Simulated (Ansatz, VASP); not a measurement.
**GaSb in VASP and in Ansatz**

```
Ga Sb
1.0
     0.00000    2.87340    3.03101
     3.03101    0.00000    3.03101
     3.03101    2.87340    0.00000
Ga Sb
1 1
Direct
  0.00000 0.00000 0.00000
  0.75000 0.75000 0.75000
```

Alike in both runs: task single point; functional PBE; k mesh 14 × 14 × 14; occupations gaussian, width 0.15 eV; no spin polarisation.

```csv
,VASP,Ansatz
version,VASP 6.6.1,Ansatz 0.2.0
potentials or method,"VASP PAW PBE potentials, release 64 (Ga_d, Sb), cutoff 520 eV","scalar-relativistic, plane waves, PAW"
valence electrons in the cell,18,28
```

```csv
,VASP,Ansatz,Ansatz less VASP
gap on the k mesh at the Fermi level (eV),0.24,0.26,+0.013
least direct gap on the mesh (eV),0.41,0.41,+0.001
pressure (GPa),7.8,7.7,-0.08
"traceless stress, the component that is largest in VASP (GPa)",1.33,1.34,+0.004
```

VASP's potentials hold 18 valence electrons a cell and Ansatz's 28, so a difference there can come from the potentials and not from the codes.

Spin-orbit coupling is off throughout.
